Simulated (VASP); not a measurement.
# Ga12O19 (a cell with a defect) in VASP: notebook

The runs below take Ga12O19 (a cell with a defect) through single point, with PBE.

Program: VASP 6.6.1. These are calculated values, not measurements. Logs are shortened: lines on timing, memory, paths and dates and some standing lists are left out, and cuts for length are marked.

### 1 The cell of the first run

The cell holds a defect, 31 atoms: a = 9.250 Å, b = 5.877 Å, c = 6.416 Å, α = 103.29°, β = 103.90°, γ = 90.00°.

### 2 Single point, PBE

Contents of INCAR:

```
ALGO = Normal
EDIFF = 1E-6
ENCUT = 520
GGA = PE
GGA_COMPAT = F
ISIF = 2
ISMEAR = -1
ISYM = -1
LASPH = T
LCHARG = F
LREAL = Auto
LWAVE = F
NBANDS = 156
NELECT = 272.0
NELM = 120
PREC = Accurate
SIGMA = 0.01
```

Contents of KPOINTS:

```
explicit points
1
Reciprocal
  0.25000000   0.25000000   0.25000000 1
```

Contents of POSCAR:

```
Ga12O19
1.0
    0.0000000000      9.2496621800      0.0000000000
   -1.3977182400      0.0000000000      5.7085775500
    6.2279771500     -1.5416103600      0.0067278600
Ga O
12 19
Direct
    0.1028559795      0.7993900448      0.6744992708
    0.2211863222      0.3381179424      0.3279653355
    0.2871440473      0.2239910479      0.8122541640
    0.0229736565      0.8238108446      0.1695795309
    0.4508843888      0.6818786256      0.6915997103
    0.5451738121      0.3269975249      0.3112833201
    0.6326330218      0.2071060982      0.8295025570
    0.3565212254      0.8031887652      0.1717703135
    0.7704985832      0.6768571240      0.7031385059
    0.8813003448      0.3416943701      0.3288103672
    0.9751018786      0.2316591691      0.8318645238
    0.6917580738      0.8091210350      0.2039020373
    0.1624253273      0.7838778206     -0.0003461272
    0.1725445083      0.3377334837      1.0260643378
    0.2922745229      0.4441892720      0.6428632204
    0.0528770648      0.6198955133      0.3673366505
    0.0377165171      0.1465803579      0.2567918927
    0.3088690073      0.8972167345      0.7056763519
    0.5035899110      0.7472079708      0.0201182835
    0.4907962105      0.2691400043      0.9925018580
    0.6029871659      0.4354668235      0.6566526857
    0.3977004915      0.5842933758      0.3483949052
    0.3848496566      0.1168034799      0.3234723420
    0.6095895461      0.8951265082      0.6822245081
    0.8244125127      0.7527164010      0.0304780250
    0.8233752366      0.2928096876      0.9996032887
    0.9182101197      0.4508642800      0.6537432829
    0.7152450364      0.5731919653      0.3554198758
    0.7148146160      0.1248489214      0.3304542655
    0.9131454746      0.9043415452      0.7255141700
    1.0956908174      1.1117964181      0.6346635573
```

Potentials or basis: VASP PAW PBE potentials, release 64 (Ga_d, O).

Command:

```
$ cat potpaw_PBE.64/Ga_d/POTCAR potpaw_PBE.64/O/POTCAR > POTCAR
$ mpirun -np 1 vasp_std > vasp.out
```

OUTCAR:

```text
EDIFF = 1E-6
   ENCUT = 520
   GGA = PE
   ISIF = 2
   ISMEAR = -1
   ISYM = -1
   LASPH = T
   LREAL = Auto
   NELECT = 272.0
   NELM = 120
   PREC = Accurate

 ion  position               nearest neighbor table
   1  0.103  0.799  0.674-  31 1.91  30 1.94  18 1.94  16 1.95  13 2.05   3 2.86  11 2.87
   2  0.221  0.338  0.328-  14 1.88  15 1.92  17 1.94  23 2.00  22 2.14  16 2.29
   3  0.287  0.224  0.812-  15 1.88  31 1.89  18 1.91  14 1.93  20 1.94   1 2.86  11 2.92
   4  0.023  0.824  0.170-  25 1.84  17 1.85  13 1.86  16 1.91
   5  0.451  0.682  0.692-  18 1.83  15 1.94  24 1.95  19 1.99  21 2.03  22 2.08
   6  0.545  0.327  0.311-  20 1.93  23 1.96  29 1.97  22 2.05  28 2.06  21 2.09
   7  0.633  0.207  0.830-  26 1.84  24 1.85  20 1.85  21 1.91
   8  0.357  0.803  0.172-  19 1.84  13 1.86  23 1.86  22 1.88
   9  0.770  0.677  0.703-  30 1.84  27 1.94  24 1.97  25 1.98  21 2.02  28 2.11
  10  0.881  0.342  0.329-  17 1.92  27 1.98  26 2.00  29 2.00  28 2.06  16 2.21
  11  0.975  0.232  0.832-  31 1.90  27 1.91  30 1.92  26 1.95  14 1.96   1 2.87   3 2.92
  12  0.692  0.809  0.204-  25 1.83  19 1.84  29 1.84  28 1.85
  13  0.162  0.784  1.000-   8 1.86   4 1.86   1 2.05
  14  0.173  0.338  0.026-   2 1.88   3 1.93  11 1.96
  15  0.292  0.444  0.643-   3 1.88   2 1.92   5 1.94
  16  0.053  0.620  0.367-   4 1.91   1 1.95  10 2.21   2 2.29
  17  0.038  0.147  0.257-   4 1.85  10 1.92   2 1.94
  18  0.309  0.897  0.706-   5 1.83   3 1.91   1 1.94
  19  0.504  0.747  0.020-  12 1.84   8 1.84   5 1.99
  20  0.491  0.269  0.993-   7 1.85   6 1.93   3 1.94
  21  0.603  0.435  0.657-   7 1.91   9 2.02   5 2.03   6 2.09
  22  0.398  0.584  0.348-   8 1.88   6 2.05   5 2.08   2 2.14
  23  0.385  0.117  0.323-   8 1.86   6 1.96   2 2.00
  24  0.610  0.895  0.682-   7 1.85   5 1.95   9 1.97
  25  0.824  0.753  0.030-  12 1.83   4 1.84   9 1.98
  26  0.823  0.293  1.000-   7 1.84  11 1.95  10 2.00
  27  0.918  0.451  0.654-  11 1.91   9 1.94  10 1.98
  28  0.715  0.573  0.355-  12 1.85   6 2.06  10 2.06   9 2.11
  29  0.715  0.125  0.330-  12 1.84   6 1.97  10 2.00
  30  0.913  0.904  0.726-   9 1.84  11 1.92   1 1.94
  31  0.096  0.112  0.635-   3 1.89  11 1.90   1 1.91

IMPORTANT INFORMATION: All symmetrisations will be switched off!
NOSYMM: (Re-)initialisation of all symmetry stuff for point group C_1.

----------------------------------------------------------------------------------------

                                     Primitive cell

  volume of cell :     328.9392

  direct lattice vectors                    reciprocal lattice vectors
     0.000000000  9.249662180  0.000000000     0.026753887  0.108112056  0.006550563
    -1.397718240  0.000000000  5.708577550    -0.000189185  0.000000000  0.175128666
     6.227977150 -1.541610360  0.006727860     0.160523321  0.000000000  0.039303377

  length of vectors
     9.249662180  5.877199497  6.415941641     0.111565663  0.175128768  0.165264914

  position of ions in fractional coordinates (direct lattice)
     0.102855979  0.799390045  0.674499271
     0.221186322  0.338117942  0.327965335
     0.287144047  0.223991048  0.812254164
     0.022973656  0.823810845  0.169579531
     0.450884389  0.681878626  0.691599710
     0.545173812  0.326997525  0.311283320
[... 23 lines left out ...]
     0.913145475  0.904341545  0.725514170
     0.095690817  0.111796418  0.634663557

  ion indices of the primitive-cell ions
   primitive index   ion index
                 1           1
                 2           2
                 3           3
                 4           4
                 5           5
                 6           6
[... 23 lines left out ...]
                30          30
                31          31

----------------------------------------------------------------------------------------

 KPOINTS: explicit points

Read explicit list of k-points.

 Found      1 k-points:

 Following reciprocal coordinates:
            Coordinates               Weight
  0.250000  0.250000  0.250000      1.000000
   k-points           NKPTS =      1   k-points in BZ     NKDIM =      1   number of bands    NBANDS=    156
   number of dos      NEDOS =    301   number of ions     NIONS =     31
   total plane-waves  NPLWV = 161280
   dimension x,y,z NGX =    70 NGY =   48 NGZ =   48
   dimension x,y,z NGXF=   140 NGYF=   96 NGZF=   96
   ions per type =              12  19
   NGX,Y,Z   is equivalent  to a cutoff of  12.58, 13.58, 12.44 a.u.
   NGXF,Y,Z  is equivalent  to a cutoff of  25.16, 27.16, 24.87 a.u.
 SYSTEM =  unknown system
   PREC   = accura    normal or accurate (medium, high low for compatibility)
   ISTART =      0    job   : 0-new  1-cont  2-samecut
   ICHARG =      2    charge: 1-file 2-atom 10-const
   ISPIN  =      1    spin polarized calculation?
   LNONCOLLINEAR =      F non collinear calculations
   LSORBIT =      F    spin-orbit coupling
   LASPH  =      T    aspherical Exc in radial PAW
   ENCUT  =  520.0 eV  38.22 Ry    6.18 a.u.  17.20 10.93 11.93*2*pi/ulx,y,z
   NELM   =    120;   NELMIN=  2; NELMDL= -5     # of ELM steps
   EDIFF  = 0.1E-05   stopping-criterion for ELM
   LREAL  =      T    real-space projection
   EDIFFG = 0.1E-04   stopping-criterion for IOM
   NSW    =      0    number of steps for IOM
   IBRION =     -1    ionic relax: 0-MD 1-quasi-New 2-CG
   NFREE  =      0    steps in history (QN), initial steepest desc. (CG)
   ISIF   =      2    stress and relaxation
   ISYM   =     -1    0-nonsym 1-usesym 2-fastsym
   POTIM  = 0.5000    time-step for ionic-motion
   TEBEG  =    0.0;   TEEND  =   0.0 temperature during run
   PSTRESS=    0.0 pullay stress
   NELECT =     272.0000    total number of electrons
   NUPDOWN=      -1.0000    fix difference up-down
   EMIN   =  10.00;   EMAX   =-10.00  energy-range for DOS
   EFERMI =   0.00;   METHOD = LEGACY
   ISMEAR =    -1;   SIGMA  =   0.01  broadening in eV -4-tet -1-fermi 0-gaus
   EFERMI_NEDOS =   21; number of points for ismear=-14 and -15
   IALGO  =     38    algorithm
   IMIX   =      4    mixing-type and parameters
     AMIX     =   0.40;   BMIX     =  1.00
     AMIX_MAG =   1.60;   BMIX_MAG =  1.00
  volume/ion in A,a.u.               =      10.61        71.61
  Fermi-wavevector in a.u.,A,eV,Ry     =   1.536594  2.903742 32.125021  2.361122
  Thomas-Fermi vector in A             =   2.643221
   LORBIT       =      0    0 simple, 1 ext, 2 COOP (PROOUT), +10 PAW based schemes
   GGA     = PE    functional components
   LHFCALC =     F    Hartree Fock is set to
   AEXX    =    0.0000 exact exchange contribution
   IVDW    =     0    specifies the selected vdW correction
   LEPSILON=     F    determine dielectric tensor
   LRPA    =     F    only Hartree local field effects (RPA)
 non-spin polarized calculation
  energy-cutoff  :      520.00
  volume of cell :      328.94
 maximum number of plane-waves:      8866
 NGX is ok and might be reduce to    70
   NGX = 35   NGY = 21   NGZ = 23

 number of electron     271.9999992 magnetization

 Free energy of the ion-electron system (eV)
  ---------------------------------------------------
  ext. energy  EPLUGINS =         0.00000000
  ---------------------------------------------------
  free energy    TOTEN  =      -171.16782477 eV

  energy without entropy =     -171.16782477  energy(sigma->0) =     -171.16782477

 E-fermi :   4.7998     XC(G=0): -11.5800

 val. band max:        4.5582983001   @ k =   0.2500   0.2500   0.2500
 cond. band min:       7.8652233277   @ k =   0.2500   0.2500   0.2500
 fundamental gap:      3.3069250276
 Fermi energy:         4.7997741491

 k-point     1 :       0.2500    0.2500    0.2500
  band No.  band energies     occupation
      1     -14.9277      2.00000
      2     -14.6169      2.00000
      3     -14.5082      2.00000
      4     -14.1605      2.00000
      5     -14.1029      2.00000
      6     -14.0520      2.00000
[... 140 lines left out ...]
    147      11.1216      0.00000
    148      11.4064      0.00000
 [bands above 148 left out]

------------------------ aborting loop because EDIFF is reached ----------------------------------------

  FORCE on cell =-STRESS in cart. coord.  units (eV):
  Direction    XX          YY          ZZ          XY          YZ          ZX
  --------------------------------------------------------------------------------------
  -------------------------------------------------------------------------------------
  Total       33.7667226     40.3625013     38.0311375      0.2951410      0.1777211     -2.8641939
  in kB      164.4689236    196.5952464    185.2397798      1.4375548      0.8656331    -13.9507437
  external PRESSURE =     182.1013166 kB  Pullay stress =       0.0000000 kB

 VOLUME and BASIS-vectors are now :
 -----------------------------------------------------------------------------
  energy-cutoff  :      520.00
  volume of cell :      328.94
      direct lattice vectors                 reciprocal lattice vectors
     0.000000000  9.249662180  0.000000000     0.026753887  0.108112056  0.006550563
    -1.397718240  0.000000000  5.708577550    -0.000189185  0.000000000  0.175128666
     6.227977150 -1.541610360  0.006727860     0.160523321  0.000000000  0.039303377

 POSITION                                       TOTAL-FORCE (eV/Angst)
 -----------------------------------------------------------------------------------
      3.08344     -0.08843      4.56792         0.014767     -0.001690     -0.055884
      1.56997      1.54030      1.93238         0.014001     -0.027024      0.010256
      4.74562      1.40381      1.28413         0.003331      0.025832      0.012745
     -0.09532     -0.04893      4.70393         0.003548      0.009989      0.000908
      3.35419      3.10435      3.89721         0.005826     -0.016578      0.013468
      1.48161      4.56280      1.86879        -0.000859     -0.007611     -0.001939
[... 23 lines left out ...]
      3.25447      7.32783      5.16739         0.003876     -0.029501     -0.002467
      3.79641     -0.09330      0.64247        -0.075975      0.000474      0.023145
 -----------------------------------------------------------------------------------
    total drift:                                0.001733      0.004822     -0.012262

  FREE ENERGIE OF THE ION-ELECTRON SYSTEM (eV)
  ---------------------------------------------------
  free  energy   TOTEN  =      -171.1678247718 eV

  energy  without entropy=     -171.1678247718  energy(sigma->0) =     -171.16782477
```

It took 86 s on 1 thread of Intel Xeon 6975P-C (Granite Rapids), shared host; peak memory 0.38 GiB.

Results:

* Free energy: -171.1678 eV
* Largest force: 0.079 eV/Å

Forces in eV/Å, atoms in the order of the input:
```
Ga   0.015 -0.002 -0.056
Ga   0.014 -0.027  0.010
Ga   0.003  0.026  0.013
Ga   0.004  0.010  0.001
Ga   0.006 -0.017  0.013
Ga  -0.001 -0.008 -0.002
Ga  -0.008 -0.005 -0.012
Ga   0.008 -0.005 -0.007
Ga   0.007  0.012  0.017
Ga   0.010  0.031  0.005
Ga   0.016 -0.025  0.008
Ga   0.008 -0.001  0.003
O   -0.023  0.001 -0.013
O    0.011  0.008  0.035
O    0.013 -0.013  0.014
O   -0.007  0.005 -0.041
O   -0.009 -0.002 -0.009
O   -0.001  0.028 -0.002
O   -0.014  0.011 -0.006
O    0.001 -0.009  0.006
O    0.004 -0.006 -0.013
O   -0.004  0.009  0.002
O    0.019  0.004 -0.006
O   -0.024  0.001  0.008
O   -0.003 -0.011 -0.011
O    0.007  0.001  0.012
O    0.008  0.017  0.013
O   -0.008 -0.006  0.005
O    0.019  0.002 -0.008
O    0.004 -0.030 -0.002
O   -0.076  0.000  0.023
```

Caveat: the cell carries a net charge on a neutralising background, which shifts energy and pressure; the cell is charged against a uniform background, so pressure and absolute levels hang on convention.

(Continued in part 2 of 4.)
